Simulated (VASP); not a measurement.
# Ga (I4/mmm) in VASP: further runs

Ga is run at these levels: PBEsol; tasks: electric field gradients.

All numbers are computed with VASP 6.6.1; they aren't measurements. Logs are shortened: lines on timing, memory, paths and dates and some standing lists are left out, and cuts for length are marked.

### 1 The cell of the first run

Symmetry: I4/mmm, No. 139, tetragonal system. Conventional cell: a = 2.799 Å, b = 2.799 Å, c = 4.443 Å, α = 90.00°, β = 90.00°, γ = 90.00°. Ga (site symmetry 4/mmm) has 12 Ga at 2.80 to 2.98 Å within 3.7 Å.

### 2 Electric field gradients, PBEsol (volume scaled by 0.99)

Input file INCAR:

```
SYSTEM = Ga
ALGO     = Normal         ! electronic algorithm
EDIFF    = 1E-8           ! SCF threshold, eV
ENCUT    = 520            ! plane-wave cutoff, eV
GGA      = PS             ! functional
ISIF     = 2              ! what is computed and relaxed
ISMEAR   = -1             ! smearing method
LASPH    = .True.         ! aspherical terms in the spheres
LCHARG   = .False.        ! write CHGCAR
LEFG     = .True.       
LREAL    = .False.        ! projectors in reciprocal space
LWAVE    = .False.        ! write WAVECAR
NBANDS   = 12             ! bands
NELM     = 80             ! most SCF steps
PREC     = Accurate       ! precision mode
SIGMA    = 0.03           ! smearing width, eV
```

Input file KPOINTS:

```
k-points
0
Gamma
  16 16 16
  0 0 0
```

Input file POSCAR:

```
Ga
1.0
   -1.3993043128      1.3993043128      2.2215450948
    1.3993043128     -1.3993043128      2.2215450948
    1.3993043128      1.3993043128     -2.2215450948
Ga
1
Direct
    0.0000000000      0.0000000000      0.0000000000
```

Potentials or basis: VASP PAW PBE potentials, release 64 (Ga_d).

Started as:

```console
cat potpaw_PBE.64/Ga_d/POTCAR > POTCAR
mpirun -np 1 vasp_std > vasp.out
```

OUTCAR:

```text
SYSTEM = Ga
   EDIFF = 1E-8
   ENCUT = 520
   GGA = PS
   ISIF = 2
   ISMEAR = -1
   LASPH = .True.
   LREAL = .False.
   NELM = 80
   PREC = Accurate

 ion  position               nearest neighbor table
   1  0.000  0.000  0.000-

  LATTYP: Found a body centered tetragonal cell.
 ALAT       =     2.7986086256
 C/A-ratio  =     1.5876068375

  Lattice vectors:

 A1 = (  -1.3993043128,   1.3993043128,   2.2215450948)
 A2 = (   1.3993043128,  -1.3993043128,   2.2215450948)
 A3 = (   1.3993043128,   1.3993043128,  -2.2215450948)

Analysis of symmetry for initial positions (statically):
=====================================================================
 Subroutine PRICEL returns:
 Original cell was already a primitive cell.

 Routine SETGRP: Setting up the symmetry group for a
 body centered tetragonal supercell.

 Subroutine GETGRP returns: Found 16 space group operations
 (whereof 16 operations were pure point group operations)
 out of a pool of 16 trial point group operations.

The static configuration has the point symmetry D_4h.

Analysis of symmetry for dynamics (positions and initial velocities):
=====================================================================
 Subroutine PRICEL returns:
 Original cell was already a primitive cell.

 Routine SETGRP: Setting up the symmetry group for a
 body centered tetragonal supercell.

 Subroutine GETGRP returns: Found 16 space group operations
 (whereof 16 operations were pure point group operations)
 out of a pool of 16 trial point group operations.

The dynamic configuration has the point symmetry D_4h.

 Subroutine INISYM returns: Found 16 space group operations
 (whereof 16 operations are pure point group operations),
 and found     1 'primitive' translations

----------------------------------------------------------------------------------------

                                     Primitive cell

  volume of cell :      17.3996

  direct lattice vectors                    reciprocal lattice vectors
    -1.399304313  1.399304313  2.221545095     0.000000000  0.357320417  0.225068580
     1.399304313 -1.399304313  2.221545095     0.357320417  0.000000000  0.225068580
     1.399304313  1.399304313 -2.221545095     0.357320417  0.357320417  0.000000000

  length of vectors
     2.975124826  2.975124826  2.975124826     0.422295804  0.422295804  0.505327379
[... 124 lines left out ...]

  energy without entropy =       -3.33636186  energy(sigma->0) =       -3.33668705

 E-fermi :   6.1638     XC(G=0): -11.5619

 val. band max:        6.1387633243   @ k =  -0.3750   0.0625   0.0000
 cond. band min:       6.1812086082   @ k =  -0.3750   0.4375   0.3125
 fundamental gap:      0.0424452839
 Fermi energy:         6.1638399044

 k-point     1 :       0.0000    0.0000    0.0000
  band No.  band energies     occupation
      1      -8.8297      2.00000
      2      -8.6934      2.00000
      3      -8.6934      2.00000
      4      -8.6689      2.00000
      5      -8.5248      2.00000
      6      -5.5137      2.00000
      7      19.3065      0.00000
      8      19.3065      0.00000
      9      19.3560      0.00000
     10      22.6740      0.00000
     11      22.7549      0.00000
     12      23.3806      0.00000
[... 331 lines left out ...]
 k-point    24 :      -0.0625    0.0625    0.0000
  band No.  band energies     occupation
      1      -8.8140      2.00000
      2      -8.7023      2.00000
      3      -8.6866      2.00000
      4      -8.6636      2.00000
      5      -8.5325      2.00000
      6      -5.3608      2.00000
      7      18.1384      0.00000
      8      18.4365      0.00000
      9      18.7857      0.00000
     10      20.9337      0.00000
     11      24.1699      0.00000
     12      24.1826      0.00000

 [... further k-points ...]

------------------------ aborting loop because EDIFF is reached ----------------------------------------

  FORCE on cell =-STRESS in cart. coord.  units (eV):
  Direction    XX          YY          ZZ          XY          YZ          ZX
  --------------------------------------------------------------------------------------
  -------------------------------------------------------------------------------------
  Total        0.1773494      0.1773494      0.0843884      0.0000000      0.0000000      0.0000000
  in kB       16.3305494     16.3305494      7.7705868      0.0000000      0.0000000      0.0000000
  external PRESSURE =      13.4772285 kB  Pullay stress =       0.0000000 kB

 VOLUME and BASIS-vectors are now :
 -----------------------------------------------------------------------------
  energy-cutoff  :      520.00
  volume of cell :       17.40
      direct lattice vectors                 reciprocal lattice vectors
    -1.399304313  1.399304313  2.221545095     0.000000000  0.357320417  0.225068580
     1.399304313 -1.399304313  2.221545095     0.357320417  0.000000000  0.225068580
     1.399304313  1.399304313 -2.221545095     0.357320417  0.357320417  0.000000000

 POSITION                                       TOTAL-FORCE (eV/Angst)
 -----------------------------------------------------------------------------------
      0.00000      0.00000      0.00000         0.000000     -0.000000      0.000000
 -----------------------------------------------------------------------------------
    total drift:                                0.000000      0.000000     -0.000000

  FREE ENERGIE OF THE ION-ELECTRON SYSTEM (eV)
  ---------------------------------------------------
  free  energy   TOTEN  =        -3.3370122292 eV

  energy  without entropy=       -3.3363618633  energy(sigma->0) =       -3.33668705

 Electric field gradients (V/A^2)
---------------------------------------------------------------------
 ion       V_xx      V_yy      V_zz      V_xy      V_xz      V_yz
---------------------------------------------------------------------
   1     -10.694   -10.694    21.388    -0.002    -0.002    -0.002
---------------------------------------------------------------------

 Electric field gradients after diagonalization (V/A^2)
 (convention: |V_zz| > |V_xx| > |V_yy|)
----------------------------------------------------------------------
 ion       V_xx      V_yy      V_zz     asymmetry (V_yy - V_xx)/ V_zz
----------------------------------------------------------------------
   1     -10.695   -10.692    21.388       0.000
----------------------------------------------------------------------

           NMR quadrupolar parameters

 Cq : quadrupolar parameter    Cq=e*Q*V_zz/h
 eta: asymmetry parameters     (V_yy - V_xx)/ V_zz
 Q  : nuclear electric quadrupole moment in mb (millibarn)
----------------------------------------------------------------------
 ion       Cq(MHz)       eta       Q (mb)
----------------------------------------------------------------------
   1       0.052       0.000       1.000
----------------------------------------------------------------------
```

stdout:

```text
POSCAR found type information on POSCAR Ga
 POSCAR found :  1 types and       1 ions
 scaLAPACK will be used
 -----------------------------------------------------------------------------
|                                                                             |
|                                                                             |
|     You enforced a specific xc type in the INCAR file but a different       |
|     I HOPE YOU KNOW WHAT YOU ARE DOING!                                     |
|                                                                             |
 -----------------------------------------------------------------------------

 LDA part: xc-table for (Slater+PW92), standard interpolation
 POSCAR, INCAR and KPOINTS ok, starting setup
 FFT: planning ... GRIDC
 FFT: planning ... GRID_SOFT
 FFT: planning ... GRID
 WAVECAR not read
 entering main loop
ion   1
```

Wall time 27 s (1 thread of Intel Xeon Platinum 8559C (Emerald Rapids), shared host); peak memory 0.19 GiB.

Results:

```yaml
Free_energy: -3.3370 eV
Pressure: 1.3 GPa
```

Stress tensor (GPa, compression positive):
```
1.63 0.00 0.00
0.00 1.63 0.00
0.00 0.00 0.78
```

Electric field gradients, principal values (V/Å²):
| atom | least | middle | greatest (by size) |
| --- | --- | --- | --- |
| 1 Ga | -10.692 | -10.695 | 21.388 |

Caveat: without QUAD_EFG the Cq values of the log hold for a quadrupole moment of 1 mb, not for the nuclei; the PAW data sets were made with another functional, which shifts forces and pressure a little.

### 3 Electric field gradients, PBEsol (zz strain of +2 %)

Input file INCAR:

```
SYSTEM = Ga
PREC = Accurate
ENCUT = 520
EDIFF = 1E-8
ISMEAR = -1
SIGMA = 0.03
LREAL = .False.
LASPH = .True.
NELM = 80
ALGO = Normal
ISIF = 2
LWAVE = .False.
LCHARG = .False.
GGA = PS
LEFG = .True.
NBANDS = 12
```

Input file KPOINTS:

```
regular mesh
0
Gamma
  16 16 16
  0 0 0
```

Input file POSCAR:

```
Ga
1.0
   -1.4040000000      1.4040000000      2.2735800000
    1.4040000000     -1.4040000000      2.2735800000
    1.4040000000      1.4040000000     -2.2735800000
Ga
1
Direct
    0.0000000000      0.0000000000      0.0000000000
```

Potentials or basis: VASP PAW PBE potentials, release 64 (Ga_d).

Started as:

```console
cat potpaw_PBE.64/Ga_d/POTCAR > POTCAR
mpirun -np 1 vasp_std > vasp.out
```

OUTCAR:

```text
SYSTEM = Ga
   PREC = Accurate
   ENCUT = 520
   EDIFF = 1E-8
   ISMEAR = -1
   LREAL = .False.
   LASPH = .True.
   NELM = 80
   ISIF = 2
   GGA = PS

 ion  position               nearest neighbor table
   1  0.000  0.000  0.000-

  LATTYP: Found a body centered tetragonal cell.
 ALAT       =     2.8080000000
 C/A-ratio  =     1.6193589744

  Lattice vectors:

 A1 = (  -1.4040000000,   1.4040000000,   2.2735800000)
 A2 = (   1.4040000000,  -1.4040000000,   2.2735800000)
 A3 = (   1.4040000000,   1.4040000000,  -2.2735800000)

Analysis of symmetry for initial positions (statically):
=====================================================================
 Subroutine PRICEL returns:
 Original cell was already a primitive cell.

 Routine SETGRP: Setting up the symmetry group for a
 body centered tetragonal supercell.

 Subroutine GETGRP returns: Found 16 space group operations
 (whereof 16 operations were pure point group operations)
[... 539 lines left out ...]

 VOLUME and BASIS-vectors are now :
 -----------------------------------------------------------------------------
  energy-cutoff  :      520.00
  volume of cell :       17.93
      direct lattice vectors                 reciprocal lattice vectors
    -1.404000000  1.404000000  2.273580000     0.000000000  0.356125356  0.219917487
     1.404000000 -1.404000000  2.273580000     0.356125356  0.000000000  0.219917487
     1.404000000  1.404000000 -2.273580000     0.356125356  0.356125356  0.000000000

 POSITION                                       TOTAL-FORCE (eV/Angst)
 -----------------------------------------------------------------------------------
      0.00000      0.00000      0.00000        -0.000000     -0.000000      0.000000
 -----------------------------------------------------------------------------------
    total drift:                                0.000000      0.000000      0.000000

  FREE ENERGIE OF THE ION-ELECTRON SYSTEM (eV)
  ---------------------------------------------------
  free  energy   TOTEN  =        -3.3357959633 eV

  energy  without entropy=       -3.3347242223  energy(sigma->0) =       -3.33526009

 Electric field gradients (V/A^2)
---------------------------------------------------------------------
 ion       V_xx      V_yy      V_zz      V_xy      V_xz      V_yz
---------------------------------------------------------------------
   1     -12.610   -12.610    25.220    -0.003    -0.002    -0.002
---------------------------------------------------------------------

 Electric field gradients after diagonalization (V/A^2)
 (convention: |V_zz| > |V_xx| > |V_yy|)
----------------------------------------------------------------------
 ion       V_xx      V_yy      V_zz     asymmetry (V_yy - V_xx)/ V_zz
----------------------------------------------------------------------
   1     -12.613   -12.607    25.220       0.000
----------------------------------------------------------------------

           NMR quadrupolar parameters

 Cq : quadrupolar parameter    Cq=e*Q*V_zz/h
 eta: asymmetry parameters     (V_yy - V_xx)/ V_zz
 Q  : nuclear electric quadrupole moment in mb (millibarn)
----------------------------------------------------------------------
 ion       Cq(MHz)       eta       Q (mb)
----------------------------------------------------------------------
   1       0.061       0.000       1.000
----------------------------------------------------------------------
```

Run time: 26 s. Hardware: 1 thread of Intel Xeon Platinum 8559C (Emerald Rapids), shared host; peak memory 0.19 GiB.

Results:

| Quantity | Value |
| --- | --- |
| Free energy | -3.3358 eV |
| Pressure | -0.4 GPa |

Stress tensor (GPa, compression positive):
```
 0.31  0.00  0.00
 0.00  0.31  0.00
 0.00  0.00 -1.89
```

Electric field gradients, principal values (V/Å²):
```
atom    least   middle  greatest (by size)
1 Ga  -12.607  -12.613              25.220
```

Caveat: the cell differs from its parent crystal (zz strain of +2 %); without QUAD_EFG the Cq values of the log hold for a quadrupole moment of 1 mb, not for the nuclei; the PAW data sets were made with another functional, which shifts forces and pressure a little.

(Continued in part 2 of 2.)
